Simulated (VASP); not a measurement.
# GaN in VASP: notebook

The runs below take GaN through single point, with r2SCAN, PBE.

Program: VASP 6.6.1. These are calculated values, not measurements. Logs are shortened: lines on timing, memory, paths and dates and some standing lists are left out, and cuts for length are marked.

### Step 1. The cell of the first run

The structure is cubic, space group F-43m (No. 216). The conventional cell has a = 4.498 Å, b = 4.498 Å, c = 4.498 Å, α = 90.00°, β = 90.00°, γ = 90.00°. Ga (site symmetry -43m) has 4 N at 1.95 Å within 2.6 Å. N (site symmetry -43m) has 4 Ga at 1.95 Å within 2.6 Å.

### Step 2. Single point, r2SCAN

Input file POSCAR:

```
GaN
1.0
    0.0000000000      2.2489525411      2.2489525411
    2.2489525411      0.0000000000      2.2489525411
    2.2489525411      2.2489525411      0.0000000000
Ga N
1 1
Direct
    0.0000000000      0.0000000000      0.0000000000
    0.2500000000      0.2500000000      0.2500000000
```

Input file INCAR.step1:

```
SYSTEM = GaN
PREC = Accurate
ENCUT = 520
ISMEAR = 0
SIGMA = 0.01
LREAL = .FALSE.
LASPH = .TRUE.
NELM = 60
NBANDS = 16
GGA = PE
ALGO = Normal
EDIFF = 1E-4
LWAVE = .TRUE.
LCHARG = .FALSE.
```

Input file INCAR.step2:

```
SYSTEM = GaN
PREC = Accurate
ENCUT = 520
EDIFF = 1E-6
ISMEAR = 0
SIGMA = 0.01
LREAL = .FALSE.
LASPH = .TRUE.
NELM = 60
ALGO = Normal
ISIF = 2
LWAVE = .FALSE.
LCHARG = .TRUE.
METAGGA = R2SCAN
LMIXTAU = .TRUE.
LELF = .TRUE.
LVHAR = .TRUE.
NBANDS = 16
ISTART = 1
```

Input file KPOINTS:

```
regular mesh
0
G
  10 10 10
  0 0 0
```

Potentials or basis: VASP PAW PBE potentials, release 64 (Ga_d, N).

The run is started by

```bash
> cat potpaw_PBE.64/Ga_d/POTCAR potpaw_PBE.64/N/POTCAR > POTCAR
> cp INCAR.step1 INCAR
> mpirun -np 1 vasp_std > vasp.out
> cp INCAR.step2 INCAR
> mpirun -np 1 vasp_std > vasp.out
```

OUTCAR:

```text
SYSTEM = GaN
   PREC = Accurate
   ENCUT = 520
   EDIFF = 1E-6
   ISMEAR = 0
   LREAL = .FALSE.
   LASPH = .TRUE.
   NELM = 60
   ISIF = 2
   METAGGA = R2SCAN
   ISTART = 1

 ion  position               nearest neighbor table
   1  0.000  0.000  0.000-   2 1.95   2 1.95   2 1.95   2 1.95
   2  0.250  0.250  0.250-   1 1.95   1 1.95   1 1.95   1 1.95

  LATTYP: Found a face centered cubic cell.
 ALAT       =     4.4979050822

  Lattice vectors:

 A1 = (   0.0000000000,   2.2489525411,   2.2489525411)
 A2 = (   2.2489525411,   0.0000000000,   2.2489525411)
 A3 = (   2.2489525411,   2.2489525411,   0.0000000000)

Analysis of symmetry for initial positions (statically):
=====================================================================
 Subroutine PRICEL returns:
 Original cell was already a primitive cell.

 Routine SETGRP: Setting up the symmetry group for a
 face centered cubic supercell.

 Subroutine GETGRP returns: Found 24 space group operations
 (whereof 24 operations were pure point group operations)
 out of a pool of 48 trial point group operations.

The static configuration has the point symmetry T_d .

Analysis of symmetry for dynamics (positions and initial velocities):
=====================================================================
 Subroutine PRICEL returns:
 Original cell was already a primitive cell.

 Routine SETGRP: Setting up the symmetry group for a
 face centered cubic supercell.

 Subroutine GETGRP returns: Found 24 space group operations
 (whereof 24 operations were pure point group operations)
 out of a pool of 48 trial point group operations.

The dynamic configuration has the point symmetry T_d .

 Subroutine INISYM returns: Found 24 space group operations
 (whereof 24 operations are pure point group operations),
 and found     1 'primitive' translations

----------------------------------------------------------------------------------------

                                     Primitive cell

  volume of cell :      22.7494

  direct lattice vectors                    reciprocal lattice vectors
     0.000000000  2.248952541  2.248952541    -0.222325723  0.222325723  0.222325723
     2.248952541  0.000000000  2.248952541     0.222325723 -0.222325723  0.222325723
     2.248952541  2.248952541  0.000000000     0.222325723  0.222325723 -0.222325723

  length of vectors
     3.180499185  3.180499185  3.180499185     0.385079448  0.385079448  0.385079448

  position of ions in fractional coordinates (direct lattice)
     0.000000000  0.000000000  0.000000000
     0.250000000  0.250000000  0.250000000

  ion indices of the primitive-cell ions
   primitive index   ion index
                 1           1
                 2           2

----------------------------------------------------------------------------------------

 KPOINTS: regular mesh

Automatic generation of k-mesh.
 Grid dimensions read from file:
 generate k-points for:   10   10   10

 Generating k-lattice:

  Cartesian coordinates                     Fractional coordinates (reciprocal lattice)
    -0.022232572  0.022232572  0.022232572     0.100000000  0.000000000  0.000000000
     0.022232572 -0.022232572  0.022232572     0.000000000  0.100000000  0.000000000
     0.022232572  0.022232572 -0.022232572     0.000000000  0.000000000  0.100000000

  Length of vectors
     0.038507945  0.038507945  0.038507945

  Shift w.r.t. Gamma in fractional coordinates (k-lattice)
     0.000000000  0.000000000  0.000000000

 Subroutine IBZKPT returns following result:
 ===========================================

 Found     47 irreducible k-points:

 Following reciprocal coordinates:
            Coordinates               Weight
  0.000000  0.000000  0.000000      1.000000
  0.100000  0.000000  0.000000      8.000000
  0.200000  0.000000  0.000000      8.000000
  0.300000  0.000000  0.000000      8.000000
  0.400000  0.000000  0.000000      8.000000
  0.500000  0.000000  0.000000      4.000000
[... 16 lines left out ...]
  0.300000  0.300000  0.000000      6.000000
  0.400000  0.300000  0.000000     24.000000
 [... further k-points ...]
   k-points           NKPTS =     47   k-points in BZ     NKDIM =     47   number of bands    NBANDS=     16
   number of dos      NEDOS =    301   number of ions     NIONS =      2
   total plane-waves  NPLWV =  13824
   dimension x,y,z NGX =    24 NGY =   24 NGZ =   24
   dimension x,y,z NGXF=    48 NGYF=   48 NGZF=   48
   ions per type =               1   1
   NGX,Y,Z   is equivalent  to a cutoff of  12.54, 12.54, 12.54 a.u.
   NGXF,Y,Z  is equivalent  to a cutoff of  25.09, 25.09, 25.09 a.u.
 SYSTEM =  GaN
   PREC   = accura    normal or accurate (medium, high low for compatibility)
   ISTART =      1    job   : 0-new  1-cont  2-samecut
   ICHARG =      0    charge: 1-file 2-atom 10-const
   ISPIN  =      1    spin polarized calculation?
   LNONCOLLINEAR =      F non collinear calculations
   LSORBIT =      F    spin-orbit coupling
   LASPH  =      T    aspherical Exc in radial PAW
   ENCUT  =  520.0 eV  38.22 Ry    6.18 a.u.   5.91  5.91  5.91*2*pi/ulx,y,z
   NELM   =     60;   NELMIN=  2; NELMDL=  0     # of ELM steps
   EDIFF  = 0.1E-05   stopping-criterion for ELM
   LREAL  =      F    real-space projection
   EDIFFG = 0.1E-04   stopping-criterion for IOM
   NSW    =      0    number of steps for IOM
   IBRION =     -1    ionic relax: 0-MD 1-quasi-New 2-CG
   NFREE  =      0    steps in history (QN), initial steepest desc. (CG)
   ISIF   =      2    stress and relaxation
   ISYM   =      2    0-nonsym 1-usesym 2-fastsym
   POTIM  = 0.5000    time-step for ionic-motion
   TEBEG  =    0.0;   TEEND  =   0.0 temperature during run
   PSTRESS=    0.0 pullay stress
   NELECT =      18.0000    total number of electrons
   NUPDOWN=      -1.0000    fix difference up-down
   EMIN   =  10.00;   EMAX   =-10.00  energy-range for DOS
   EFERMI =   0.00;   METHOD = LEGACY
   ISMEAR =     0;   SIGMA  =   0.01  broadening in eV -4-tet -1-fermi 0-gaus
   EFERMI_NEDOS =   21; number of points for ismear=-14 and -15
   IALGO  =     38    algorithm
   IMIX   =      4    mixing-type and parameters
     AMIX     =   0.40;   BMIX     =  1.00
     AMIX_MAG =   1.60;   BMIX_MAG =  1.00
  volume/ion in A,a.u.               =      11.37        76.76
  Fermi-wavevector in a.u.,A,eV,Ry     =   1.514173  2.861371 31.194330  2.292719
  Thomas-Fermi vector in A             =   2.623866
   LORBIT       =      0    0 simple, 1 ext, 2 COOP (PROOUT), +10 PAW based schemes
   METAGGA = R2SCAN    functional components
   LHFCALC =     F    Hartree Fock is set to
   AEXX    =    0.0000 exact exchange contribution
   IVDW    =     0    specifies the selected vdW correction
   LEPSILON=     F    determine dielectric tensor
   LRPA    =     F    only Hartree local field effects (RPA)
 non-spin polarized calculation
 Gauss-broadening in eV      SIGMA  =   0.01
  energy-cutoff  :      520.00
  volume of cell :       22.75
 maximum number of plane-waves:       622
   NGX = 11   NGY = 11   NGZ = 11

 number of electron      18.0000009 magnetization

 Free energy of the ion-electron system (eV)
  ---------------------------------------------------
  ext. energy  EPLUGINS =         0.00000000
  ---------------------------------------------------
  free energy    TOTEN  =       -21.89635249 eV

  energy without entropy =      -21.89635249  energy(sigma->0) =      -21.89635249

 E-fermi :   5.2503     XC(G=0): -12.6707

 val. band max:        5.0825059263   @ k =   0.0000   0.0000   0.0000
 cond. band min:       7.2421889893   @ k =   0.0000   0.0000   0.0000
 fundamental gap:      2.1596830630
 Fermi energy:         5.2503069275

 k-point     1 :       0.0000    0.0000    0.0000
  band No.  band energies     occupation
      1     -11.7005      2.00000
      2      -8.7527      2.00000
      3      -8.7527      2.00000
      4      -8.7527      2.00000
      5      -8.3955      2.00000
      6      -8.3955      2.00000
[... 8 lines left out ...]
     15      24.8570      0.00000
     16      24.8570      0.00000

 k-point     2 :       0.1000    0.0000    0.0000
  band No.  band energies     occupation
      1     -11.5886      2.00000
      2      -8.7382      2.00000
      3      -8.7382      2.00000
      4      -8.7126      2.00000
      5      -8.3967      2.00000
      6      -8.3967      2.00000
[... 8 lines left out ...]
     15      23.4350      0.00000
     16      23.5479      0.00000

 k-point     3 :       0.2000    0.0000    0.0000
  band No.  band energies     occupation
      1     -11.3017      2.00000
      2      -8.7043      2.00000
      3      -8.7043      2.00000
      4      -8.5515      2.00000
      5      -8.3955      2.00000
      6      -8.3955      2.00000
[... 8 lines left out ...]
     15      22.6447      0.00000
     16      22.6448      0.00000

 k-point     4 :       0.3000    0.0000    0.0000
  band No.  band energies     occupation
      1     -10.9797      2.00000
      2      -8.6727      2.00000
      3      -8.6727      2.00000
      4      -8.3824      2.00000
      5      -8.3824      2.00000
      6      -8.1747      2.00000
[... 8 lines left out ...]
     15      23.2035      0.00000
     16      23.2036      0.00000
[... 324 lines left out ...]
 k-point    22 :      -0.2000    0.2000    0.0000
  band No.  band energies     occupation
      1     -10.8800      2.00000
      2      -8.6520      2.00000
      3      -8.6420      2.00000
      4      -8.4178      2.00000
      5      -8.4121      2.00000
      6      -8.0043      2.00000
[... 8 lines left out ...]
     15      23.4738      0.00000
     16      26.7182      0.00000

 k-point    23 :       0.3000    0.3000    0.0000
  band No.  band energies     occupation
      1     -10.7825      2.00000
      2      -8.5783      2.00000
      3      -8.5510      2.00000
      4      -8.5510      2.00000
      5      -8.3428      2.00000
      6      -7.9979      2.00000
[... 8 lines left out ...]
     15      27.9621      0.00000
     16      28.6983      0.00000

 k-point    24 :       0.4000    0.3000    0.0000
  band No.  band energies     occupation
      1     -10.6365      2.00000
      2      -8.5976      2.00000
      3      -8.5132      2.00000
      4      -8.5101      2.00000
      5      -8.3327      2.00000
      6      -7.5769      2.00000
[... 8 lines left out ...]
     15      28.4580      0.00000
     16      28.5421      0.00000

 [... further k-points ...]

------------------------ aborting loop because EDIFF is reached ----------------------------------------

  FORCE on cell =-STRESS in cart. coord.  units (eV):
  Direction    XX          YY          ZZ          XY          YZ          ZX
  --------------------------------------------------------------------------------------
  -------------------------------------------------------------------------------------
  Total        0.1511279      0.1511279      0.1511279      0.0000000      0.0000000      0.0000000
  in kB       10.6434950     10.6434950     10.6434950      0.0000000      0.0000000      0.0000000
  external PRESSURE =      10.6434950 kB  Pullay stress =       0.0000000 kB

 VOLUME and BASIS-vectors are now :
 -----------------------------------------------------------------------------
  energy-cutoff  :      520.00
  volume of cell :       22.75
      direct lattice vectors                 reciprocal lattice vectors
     0.000000000  2.248952541  2.248952541    -0.222325723  0.222325723  0.222325723
     2.248952541  0.000000000  2.248952541     0.222325723 -0.222325723  0.222325723
     2.248952541  2.248952541  0.000000000     0.222325723  0.222325723 -0.222325723

 POSITION                                       TOTAL-FORCE (eV/Angst)
 -----------------------------------------------------------------------------------
      0.00000      0.00000      0.00000        -0.000000     -0.000000     -0.000000
      1.12448      1.12448      1.12448         0.000000      0.000000      0.000000
 -----------------------------------------------------------------------------------
    total drift:                                0.000008      0.000008      0.000008

  FREE ENERGIE OF THE ION-ELECTRON SYSTEM (eV)
  ---------------------------------------------------
  free  energy   TOTEN  =       -21.8963524925 eV

  energy  without entropy=      -21.8963524925  energy(sigma->0) =      -21.89635249
```

Wall time 91 s (1 thread of Intel Xeon 8259CL, shared host); peak memory 0.15 GiB.

What came out:

- Free energy: -21.8964 eV
- Pressure: 1.1 GPa
- Band gap on the k mesh: 2.16 eV, direct

Caveat: the PAW data sets were made with another functional, which shifts forces and pressure a little. r2SCAN opens gaps a little over a GGA but as a rule still falls short of measured ones.

### Step 3. Single point, PBE (epitaxial xy strain -3.0%)

Input file INCAR:

```
SYSTEM = GaN
PREC     = Accurate       ! precision mode
ENCUT    = 520            ! plane-wave cutoff, eV
EDIFF    = 1E-7           ! SCF threshold, eV
ISMEAR   = -1             ! smearing method
SIGMA    = 0.02           ! smearing width, eV
LREAL    = .FALSE.        ! projectors in reciprocal space
LASPH    = .TRUE.         ! aspherical terms in the spheres
NELM     = 60             ! most SCF steps
ALGO     = Normal         ! electronic algorithm
ISIF     = 2              ! what is computed and relaxed
LWAVE    = .FALSE.        ! write WAVECAR
LCHARG   = .TRUE.         ! write CHGCAR
GGA      = PE             ! functional
LELF     = .TRUE.         ! ELF
LVHAR    = .TRUE.       
NBANDS   = 16             ! bands
```

KPOINTS is that of step 2.

Input file POSCAR:

```
GaN
1.0
    0.0000000000      2.1814839649      2.3183350162
    2.1814839649      0.0000000000      2.3183350162
    2.1814839649      2.1814839649      0.0000000000
Ga N
1 1
Direct
    0.0000000000      0.0000000000      0.0000000000
    0.2500000000      0.2500000000      0.2500000000
```

Potentials or basis: VASP PAW PBE potentials, release 64 (Ga_d, N).

The run is started by

```bash
> cat potpaw_PBE.64/Ga_d/POTCAR potpaw_PBE.64/N/POTCAR > POTCAR
> mpirun -np 1 vasp_std > vasp.out
```

It took 49 s on 1 thread of Intel Xeon 8259CL, shared host; peak memory 0.16 GiB.

It converged, with:

```
Free energy            : -12.0757 eV
Pressure               : 12.4 GPa
Band gap on the k mesh : 1.84 eV, direct
```

Stress tensor (GPa, compression positive):
```
15.17  0.00  0.00
 0.00 15.17  0.00
 0.00  0.00  6.84
```

Levels at points of the mesh, in eV from the valence-band top:
| k point | band 5 | band 6 | band 7 | band 8 | band 9 | band 10 | band 11 | band 12 | band 13 | band 14 |
| --- | --- | --- | --- | --- | --- | --- | --- | --- | --- | --- |
| (0.00, 0.00, 0.00) | -13.24 | -13.23 | -0.32 | 0.00 | 0.00 | 1.84 | 10.40 | 10.40 | 10.56 | 17.75 |
| (0.50, 0.00, 0.00) | -13.16 | -11.99 | -7.37 | -1.36 | -0.87 | 4.68 | 8.81 | 10.13 | 10.94 | 15.76 |
| (0.50, 0.50, 0.00) | -13.17 | -11.80 | -6.83 | -2.61 | -2.61 | 3.57 | 7.42 | 11.29 | 14.46 | 14.46 |
| (0.50, 0.00, 0.50) | -13.14 | -11.46 | -6.14 | -3.09 | -3.07 | 3.13 | 6.45 | 12.14 | 13.38 | 14.87 |

Caveat: the cell differs from its parent crystal (epitaxial xy strain -3.0%).
